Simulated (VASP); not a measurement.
# Ni (Fd-3m) in VASP: further runs, part 2 of 2

VASP 6.6.1. The steps go on from the part before.

### Step 4. Single point, PBE, collinear spin, ferromagnetic start (18.57 Å³/atom)

This run uses another cell than the first one, of 18.57 Å³/atom.

INCAR reads:

```
SYSTEM = Ni
PREC = Accurate
ENCUT = 520
EDIFF = 1E-6
ISMEAR = -1
SIGMA = 0.05
LREAL = .FALSE.
LASPH = .TRUE.
NELM = 150
ALGO = Normal
ISIF = 2
LWAVE = .FALSE.
LCHARG = .FALSE.
ISPIN = 2
MAGMOM = 0.839 0.839
LORBIT = 11
LMAXMIX = 4
GGA = PE
NBANDS = 21
```

KPOINTS reads:

```
Automatic mesh
0
G
  17 17 17
  0 0 0
```

POSCAR reads:

```
Ni
1.0
    0.0000000000      2.6482938093      2.6482938093
    2.6482938093      0.0000000000      2.6482938093
    2.6482938093      2.6482938093      0.0000000000
Ni
2
Direct
    0.1250000000      0.1250000000      0.1250000000
    0.8750000000      0.8750000000      0.8750000000
```

Potentials or basis: VASP PAW PBE potentials, release 64 (Ni).

Command:

```
> cat potpaw_PBE.64/Ni/POTCAR > POTCAR
> mpirun -np 1 vasp_std > vasp.out
```

OUTCAR:

```text
SYSTEM = Ni
   PREC = Accurate
   ENCUT = 520
   EDIFF = 1E-6
   ISMEAR = -1
   LREAL = .FALSE.
   LASPH = .TRUE.
   NELM = 150
   ISIF = 2
   ISPIN = 2
   LORBIT = 11
   GGA = PE

 ion  position               nearest neighbor table
   1  0.125  0.125  0.125-   2 2.29   2 2.29   2 2.29   2 2.29
   2  0.875  0.875  0.875-   1 2.29   1 2.29   1 2.29   1 2.29

  LATTYP: Found a face centered cubic cell.
 ALAT       =     5.2965876186

  Lattice vectors:

 A1 = (   0.0000000000,   2.6482938093,   2.6482938093)
 A2 = (   2.6482938093,   0.0000000000,   2.6482938093)
 A3 = (   2.6482938093,   2.6482938093,   0.0000000000)

Analysis of symmetry for initial positions (statically):
=====================================================================
 Subroutine PRICEL returns:
 Original cell was already a primitive cell.

 Routine SETGRP: Setting up the symmetry group for a
 face centered cubic supercell.

 Subroutine GETGRP returns: Found 48 space group operations
 (whereof 12 operations were pure point group operations)
 out of a pool of 48 trial point group operations.

The static configuration has the point symmetry D_3d.
 The point group associated with its full space group is O_h .

Analysis of symmetry for dynamics (positions and initial velocities):
=====================================================================
 Subroutine PRICEL returns:
 Original cell was already a primitive cell.

 Routine SETGRP: Setting up the symmetry group for a
 face centered cubic supercell.

 Subroutine GETGRP returns: Found 48 space group operations
 (whereof 12 operations were pure point group operations)
 out of a pool of 48 trial point group operations.

The dynamic configuration has the point symmetry D_3d.
 The point group associated with its full space group is O_h .

Analysis of structural, dynamic, and magnetic symmetry:
=====================================================================
 Subroutine PRICEL returns:
 Original cell was already a primitive cell.

 Routine SETGRP: Setting up the symmetry group for a
 face centered cubic supercell.

 Subroutine GETGRP returns: Found 48 space group operations
 (whereof 12 operations were pure point group operations)
 out of a pool of 48 trial point group operations.

The overall configuration has the point symmetry D_3d.
 The point group associated with its full space group is O_h .

 Subroutine INISYM returns: Found 48 space group operations
 (whereof 12 operations are pure point group operations),
 and found     1 'primitive' translations

----------------------------------------------------------------------------------------

                                     Primitive cell

  volume of cell :      37.1474

  direct lattice vectors                    reciprocal lattice vectors
     0.000000000  2.648293809  2.648293809    -0.188800804  0.188800804  0.188800804
     2.648293809  0.000000000  2.648293809     0.188800804 -0.188800804  0.188800804
     2.648293809  2.648293809  0.000000000     0.188800804  0.188800804 -0.188800804

  length of vectors
     3.745253022  3.745253022  3.745253022     0.327012585  0.327012585  0.327012585

  position of ions in fractional coordinates (direct lattice)
     0.125000000  0.125000000  0.125000000
     0.875000000  0.875000000  0.875000000

  ion indices of the primitive-cell ions
   primitive index   ion index
                 1           1
                 2           2
[... 66 lines left out ...]
   ISPIN  =      2    spin polarized calculation?
   LNONCOLLINEAR =      F non collinear calculations
   LSORBIT =      F    spin-orbit coupling
   LASPH  =      T    aspherical Exc in radial PAW
   ENCUT  =  520.0 eV  38.22 Ry    6.18 a.u.   6.96  6.96  6.96*2*pi/ulx,y,z
   NELM   =    150;   NELMIN=  2; NELMDL= -5     # of ELM steps
   EDIFF  = 0.1E-05   stopping-criterion for ELM
   LREAL  =      F    real-space projection
   EDIFFG = 0.1E-04   stopping-criterion for IOM
   NSW    =      0    number of steps for IOM
   IBRION =     -1    ionic relax: 0-MD 1-quasi-New 2-CG
   NFREE  =      0    steps in history (QN), initial steepest desc. (CG)
   ISIF   =      2    stress and relaxation
   ISYM   =      2    0-nonsym 1-usesym 2-fastsym
   POTIM  = 0.5000    time-step for ionic-motion
   TEBEG  =    0.0;   TEEND  =   0.0 temperature during run
   PSTRESS=    0.0 pullay stress
   NELECT =      20.0000    total number of electrons
   NUPDOWN=      -1.0000    fix difference up-down
   EMIN   =  10.00;   EMAX   =-10.00  energy-range for DOS
   EFERMI =   0.00;   METHOD = LEGACY
   ISMEAR =    -1;   SIGMA  =   0.05  broadening in eV -4-tet -1-fermi 0-gaus
   EFERMI_NEDOS =   21; number of points for ismear=-14 and -15
   IALGO  =     38    algorithm
   IMIX   =      4    mixing-type and parameters
     AMIX     =   0.40;   BMIX     =  1.00
     AMIX_MAG =   1.60;   BMIX_MAG =  1.00
  volume/ion in A,a.u.               =      18.57       125.34
  Fermi-wavevector in a.u.,A,eV,Ry     =   1.331809  2.516754 24.132867  1.773716
  Thomas-Fermi vector in A             =   2.460792
   LORBIT       =     11    0 simple, 1 ext, 2 COOP (PROOUT), +10 PAW based schemes
   GGA     = PE    functional components
   LHFCALC =     F    Hartree Fock is set to
   AEXX    =    0.0000 exact exchange contribution
   IVDW    =     0    specifies the selected vdW correction
   LEPSILON=     F    determine dielectric tensor
   LRPA    =     F    only Hartree local field effects (RPA)
 spin polarized calculation
  energy-cutoff  :      520.00
  volume of cell :       37.15
 maximum number of plane-waves:      1018
   NGX = 13   NGY = 13   NGZ = 13

 number of electron      19.9999989 magnetization       1.6055042

 Free energy of the ion-electron system (eV)
  ---------------------------------------------------
  ext. energy  EPLUGINS =         0.00000000
  ---------------------------------------------------
  free energy    TOTEN  =        -8.45927621 eV

  energy without entropy =       -8.42381756  energy(sigma->0) =       -8.44154689

 E-fermi :   3.6596     XC(G=0): -10.0951

 val. band max:        3.6592335197   @ k =  -0.4706   0.1176   0.0588
 cond. band min:       3.6610620507   @ k =   0.4118   0.4118   0.0000
 fundamental gap:      0.0018285310
 Fermi energy:         3.6595852104

 spin component 1

 k-point     1 :       0.0000    0.0000    0.0000
  band No.  band energies     occupation
      1      -2.3287      1.00000
      2       0.8395      1.00000
      3       0.8395      1.00000
      4       0.8395      1.00000
      5       0.8581      1.00000
      6       0.8581      1.00000
[... 565 lines left out ...]
     20      19.2580      0.00000
     21      19.8465      0.00000

 [... further k-points ...]

 spin component 2

 k-point     1 :       0.0000    0.0000    0.0000
  band No.  band energies     occupation
      1      -2.3309      1.00000
      2       1.5868      1.00000
      3       1.5868      1.00000
      4       1.6126      1.00000
      5       1.6126      1.00000
      6       1.6126      1.00000
[... 565 lines left out ...]
     20      19.3115      0.00000
     21      19.8490      0.00000

 [... further k-points ...]

------------------------ aborting loop because EDIFF is reached ----------------------------------------

  FORCE on cell =-STRESS in cart. coord.  units (eV):
  Direction    XX          YY          ZZ          XY          YZ          ZX
  --------------------------------------------------------------------------------------
  -------------------------------------------------------------------------------------
  Total       -1.7797703     -1.7797703     -1.7797703      0.0000000     -0.0000000      0.0000000
  in kB      -76.7619573    -76.7619573    -76.7619573      0.0000000     -0.0000000      0.0000000
  external PRESSURE =     -76.7619573 kB  Pullay stress =       0.0000000 kB

 VOLUME and BASIS-vectors are now :
 -----------------------------------------------------------------------------
  energy-cutoff  :      520.00
  volume of cell :       37.15
      direct lattice vectors                 reciprocal lattice vectors
     0.000000000  2.648293809  2.648293809    -0.188800804  0.188800804  0.188800804
     2.648293809  0.000000000  2.648293809     0.188800804 -0.188800804  0.188800804
     2.648293809  2.648293809  0.000000000     0.188800804  0.188800804 -0.188800804

 POSITION                                       TOTAL-FORCE (eV/Angst)
 -----------------------------------------------------------------------------------
      0.66207      0.66207      0.66207         0.000000     -0.000000      0.000000
      4.63451      4.63451      4.63451        -0.000000      0.000000     -0.000000
 -----------------------------------------------------------------------------------
    total drift:                                0.000000      0.000000      0.000000

  FREE ENERGIE OF THE ION-ELECTRON SYSTEM (eV)
  ---------------------------------------------------
  free  energy   TOTEN  =        -8.4592762144 eV

  energy  without entropy=       -8.4238175577  energy(sigma->0) =       -8.44154689

 total charge

# of ion       s       p       d       tot
------------------------------------------
    1        0.506   0.281   8.301   9.089
    2        0.506   0.281   8.301   9.089
--------------------------------------------------
tot          1.013   0.563  16.602  18.177

 magnetization (x)

# of ion       s       p       d       tot
------------------------------------------
    1       -0.013  -0.017   0.847   0.818
    2       -0.013  -0.017   0.847   0.818
--------------------------------------------------
tot         -0.025  -0.033   1.693   1.635
```

OSZICAR:

```text
N       E                     dE             d eps       ncg     rms          rms(c)
DAV:   1     0.101418965758E+03    0.10142E+03   -0.86975E+03 13996   0.114E+03
DAV:   2    -0.424787761462E+01   -0.10567E+03   -0.96900E+02 14010   0.217E+02
DAV:   3    -0.975218450418E+01   -0.55043E+01   -0.53013E+01 16179   0.597E+01
DAV:   4    -0.982287049009E+01   -0.70686E-01   -0.70644E-01 15312   0.659E+00
DAV:   5    -0.982475956958E+01   -0.18891E-02   -0.18890E-02 16137   0.103E+00    0.115E+01
DAV:   6    -0.993981733740E+01   -0.11506E+00   -0.12477E+01 15968   0.578E+01    0.133E+01
DAV:   7    -0.846219158769E+01    0.14776E+01   -0.47854E+00 16061   0.294E+01    0.210E+00
DAV:   8    -0.846561051789E+01   -0.34189E-02   -0.38115E-02 15348   0.158E+00    0.119E+00
DAV:   9    -0.846020992384E+01    0.54006E-02   -0.44474E-03 18445   0.801E-01    0.416E-01
DAV:  10    -0.845922705020E+01    0.98287E-03   -0.13472E-03 19088   0.458E-01    0.109E-01
DAV:  11    -0.845927994512E+01   -0.52895E-04   -0.21479E-04 17644   0.136E-01    0.581E-02
DAV:  12    -0.845928239031E+01   -0.24452E-05   -0.10561E-05 15036   0.284E-02    0.311E-02
DAV:  13    -0.845927732055E+01    0.50698E-05   -0.32958E-06 15829   0.212E-02    0.102E-02
DAV:  14    -0.845927628563E+01    0.10349E-05   -0.65623E-07  7865   0.857E-03    0.135E-03
DAV:  15    -0.845927621436E+01    0.71273E-07   -0.12892E-07  7575   0.321E-03
   1 F= -.84592762E+01 E0= -.84415469E+01  d E =-.354587E-01  mag=     1.6055
```

Run time: 5.5 min. Hardware: 1 thread of Oxide Virtual Turin-like, shared host; peak memory 0.26 GiB.

Results:

```yaml
Free_energy: -8.4593 eV
Pressure: -7.7 GPa
Net_moment: 1.61 μB per cell
Site_moments: Ni +0.82 μB
Valence_electrons_inside_the_program's_atomic_spheres: Ni 9.09
```

Levels at points of the mesh, in eV from the Fermi level:
Spin up:
```tsv
k point	band 7	band 8	band 9	band 10	band 11	band 12	band 13	band 14	band 15	band 16
(0.00, 0.00, 0.00)	-1.60	-1.60	-1.60	-0.80	-0.80	10.62	10.62	10.62	11.33	11.33
```
Spin down:
| k point | band 6 | band 7 | band 8 | band 9 | band 10 | band 11 | band 12 | band 13 |
| --- | --- | --- | --- | --- | --- | --- | --- | --- |
| (0.00, 0.00, 0.00) | -2.05 | -0.74 | -0.74 | -0.74 | 0.08 | 0.08 | 10.77 | 10.77 |

Caveat: the cell stands under tension.

### Step 5. Single point, PBE, collinear spin, ferromagnetic start (17.25 Å³/atom)

INCAR reads:

```
  PREC = Accurate
  ENCUT = 520
  EDIFF = 1E-6
  ISMEAR = -1
  SIGMA = 0.05
  LREAL = F
  LASPH = T
  NELM = 150
  ALGO = Normal
  ISIF = 2
  LWAVE = F
  LCHARG = F
  ISPIN = 2
  MAGMOM = -0.839 -0.839
  LORBIT = 11
  LMAXMIX = 4
  GGA = PE
  NBANDS = 21
```

KPOINTS reads:

```
regular mesh
0
Gamma
  17 17 17
```

POSCAR reads:

```
Ni
1.0
    0.0000000000      2.5836793819      2.5836793819
    2.5836793819      0.0000000000      2.5836793819
    2.5836793819      2.5836793819      0.0000000000
Ni
2
Direct
    0.1250000000      0.1250000000      0.1250000000
    0.8750000000      0.8750000000      0.8750000000
```

Potentials or basis: VASP PAW PBE potentials, release 64 (Ni).

Command:

```
> cat potpaw_PBE.64/Ni/POTCAR > POTCAR
> mpirun -np 1 vasp_std > vasp.out
```

OUTCAR:

```text
PREC = Accurate
   ENCUT = 520
   EDIFF = 1E-6
   ISMEAR = -1
   LREAL = F
   LASPH = T
   NELM = 150
   ISIF = 2
   ISPIN = 2
   LORBIT = 11
   GGA = PE

 ion  position               nearest neighbor table
   1  0.125  0.125  0.125-   2 2.24   2 2.24   2 2.24   2 2.24
   2  0.875  0.875  0.875-   1 2.24   1 2.24   1 2.24   1 2.24

  LATTYP: Found a face centered cubic cell.
 ALAT       =     5.1673587638

  Lattice vectors:

 A1 = (   0.0000000000,   2.5836793819,   2.5836793819)
 A2 = (   2.5836793819,   0.0000000000,   2.5836793819)
 A3 = (   2.5836793819,   2.5836793819,   0.0000000000)
[... 1366 lines left out ...]
  external PRESSURE =     -29.1218296 kB  Pullay stress =       0.0000000 kB

 VOLUME and BASIS-vectors are now :
 -----------------------------------------------------------------------------
  energy-cutoff  :      520.00
  volume of cell :       34.49
      direct lattice vectors                 reciprocal lattice vectors
     0.000000000  2.583679382  2.583679382    -0.193522464  0.193522464  0.193522464
     2.583679382  0.000000000  2.583679382     0.193522464 -0.193522464  0.193522464
     2.583679382  2.583679382  0.000000000     0.193522464  0.193522464 -0.193522464

 POSITION                                       TOTAL-FORCE (eV/Angst)
 -----------------------------------------------------------------------------------
      0.64592      0.64592      0.64592         0.000000     -0.000000      0.000000
      4.52144      4.52144      4.52144        -0.000000      0.000000     -0.000000
 -----------------------------------------------------------------------------------
    total drift:                                0.000000      0.000000      0.000000

  FREE ENERGIE OF THE ION-ELECTRON SYSTEM (eV)
  ---------------------------------------------------
  free  energy   TOTEN  =        -8.5523157500 eV

  energy  without entropy=       -8.5207489163  energy(sigma->0) =       -8.53653233

 total charge

# of ion       s       p       d       tot
------------------------------------------
    1        0.528   0.320   8.320   9.168
    2        0.528   0.320   8.320   9.168
--------------------------------------------------
tot          1.056   0.639  16.640  18.335

 magnetization (x)

# of ion       s       p       d       tot
------------------------------------------
    1        0.013   0.016  -0.833  -0.803
    2        0.013   0.016  -0.833  -0.803
--------------------------------------------------
tot          0.026   0.033  -1.665  -1.606
```

OSZICAR:

```text
N       E                     dE             d eps       ncg     rms          rms(c)
DAV:   1     0.102522937199E+03    0.10252E+03   -0.87338E+03 13972   0.117E+03
DAV:   2    -0.425727723824E+01   -0.10678E+03   -0.98067E+02 14040   0.220E+02
DAV:   3    -0.986429893702E+01   -0.56070E+01   -0.54135E+01 16083   0.608E+01
DAV:   4    -0.993517763608E+01   -0.70879E-01   -0.70837E-01 15471   0.664E+00
DAV:   5    -0.993707323505E+01   -0.18956E-02   -0.18955E-02 16018   0.104E+00    0.117E+01
DAV:   6    -0.983140030014E+01    0.10567E+00   -0.11619E+01 15972   0.566E+01    0.123E+01
DAV:   7    -0.856075966379E+01    0.12706E+01   -0.42387E+00 16071   0.283E+01    0.228E+00
DAV:   8    -0.855899330905E+01    0.17664E-02   -0.32363E-02 15754   0.147E+00    0.127E+00
DAV:   9    -0.855310654202E+01    0.58868E-02   -0.37992E-03 18773   0.766E-01    0.406E-01
DAV:  10    -0.855228510415E+01    0.82144E-03   -0.10436E-03 19214   0.399E-01    0.999E-02
DAV:  11    -0.855231600328E+01   -0.30899E-04   -0.16955E-04 17793   0.117E-01    0.575E-02
DAV:  12    -0.855231574995E+01    0.25333E-06   -0.92959E-06 14986   0.265E-02
   1 F= -.85523157E+01 E0= -.85365323E+01  d E =-.315668E-01  mag=    -1.5894
```

stdout:

```text
POSCAR found type information on POSCAR Ni
 POSCAR found :  1 types and       2 ions
 scaLAPACK will be used
 LDA part: xc-table for (Slater+PW92), standard interpolation
 POSCAR, INCAR and KPOINTS ok, starting setup
 FFT: planning ... GRIDC
 FFT: planning ... GRID_SOFT
 FFT: planning ... GRID
 WAVECAR not read
 entering main loop
```

Wall time 4.8 min (1 thread of Oxide Virtual Turin-like, shared host); peak memory 0.25 GiB.

Results:

```
Free energy                                           : -8.5523 eV
Pressure                                              : -2.9 GPa
Net moment                                            : -1.59 μB per cell
Site moments                                          : Ni -0.80 μB
Valence electrons inside the program's atomic spheres : Ni 9.17
```

Levels at points of the mesh, in eV from the Fermi level:
Spin up:
```tsv
k point	band 7	band 8	band 9	band 10	band 11	band 12
(0.00, 0.00, 0.00)	-0.83	-0.83	-0.83	0.10	0.10	11.41
```
Spin down:
```csv
k point,band 9,band 10,band 11,band 12,band 13,band 14
"(0.00, 0.00, 0.00)",-1.67,-0.79,-0.79,11.25,11.25,11.25
```

### Step 6. Overview

| cell | gap on the mesh (eV) | pressure (GPa) | moment (μB) |
| --- | --- | --- | --- |
| a = 3.654 Å, angles 60.0°, 2 atoms | none | -2.9 | 1.59 |
| a = 3.700 Å, angles 60.0°, 2 atoms | none | -5.4 | 1.59 |
| a = 3.745 Å, angles 60.0°, 2 atoms | none | -7.7 | 1.61 |

Alike in all rows: task single point; level PBE; potentials or basis VASP PAW PBE potentials, release 64 (Ni); spin collinear, ferromagnetic start; k mesh 17 × 17 × 17; cutoff (eV) 520; smearing fermi-dirac 0.05 eV.

Caveats: the cell stands under tension (at least some runs).

Total energies depend on the potentials used, so only differences within one code and one set of settings carry meaning.
